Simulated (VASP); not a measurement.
Runs of VASP 6.6.1 on NiO. The structure is that of space group Fm-3m (No. 225), or close to it. The cells are those of the table. 

```tsv
task	level	U	cell	k mesh	cutoff (eV)	smearing	k mesh for the DOS	occupations for the DOS	gap on the mesh (eV)	pressure (GPa)	moment (μB)
single point	PBE+U	Ni d U = 2.0 eV	a = 2.950 Å, angles 60.0°, 2 atoms	11 × 11 × 11	520	fermi-dirac 0.05 eV	-	-	(b)	7.4	2.00
single point	PBE	-	a = 3.008 Å, angles 60.0°, 2 atoms	11 × 11 × 11	520	fermi-dirac 0.05 eV	-	-	none	-4.7	1.83
relaxation of cell and atoms	PBE	-	relaxed to 20 GPa from a = 2.950 Å, angles 60.0°, 2 atoms	11 × 11 × 11	600	fermi-dirac 0.05 eV	-	-	none	19.9	(c)
single point	BLYP	-	a = 3.031 Å, angles 60.0°, 2 atoms	11 × 11 × 11	520	tetrahedron	-	-	none	-0.3	1.92
vibrations by perturbation theory	PBEsol	-	a = 2.950 Å, angles 60.0°, 2 atoms	8 × 8 × 8	520	fermi-dirac 0.05 eV	-	-	-	-	1.03
single point	RPBE+D4	-	a = 2.950 Å, angles 60.0°, 2 atoms	11 × 11 × 11	600	fermi-dirac 0.05 eV	-	-	none	(d)	1.80
density of states	PBEsol+U	Ni d U = 6.0 eV	a = 2.950 Å, angles 60.0°, 2 atoms	11 × 11 × 11	520	fermi-dirac 0.05 eV	17 × 17 × 17	tetrahedron	-	-	2.00
single point	revPBE+D3(BJ)	-	a = 2.950 Å, angles 60.0°, 2 atoms	11 × 11 × 11	520	fermi-dirac 0.05 eV	-	-	none	4.3	(a)
```

Alike in all rows: potentials or basis VASP PAW PBE potentials, release 64 (Ni, O); spin collinear, ferromagnetic start.

Task: Fill in the values left out.

Result: (a) 1.77; (b) 0.35; (c) 1.41; (d) 3.3.

Caveats: a cell with one magnetic atom can't hold antiferromagnetic order, which such compounds often take; semilocal functionals often make such compounds metallic where correlation or magnetic order opens a gap, which also shifts bond lengths (some runs); the PAW data sets were made with another functional, which shifts forces and pressure a little (some runs); pairwise dispersion overbinds metals, which lowers pressure and volume (some runs); the cell is relaxed towards a set pressure, so the enthalpy falls and the energy may rise (some runs); tetrahedron occupations give inexact forces and stress in metals (some runs).

A k mesh can miss the band edges.

A gap of «none» marks levels without a gap at the run's occupations.
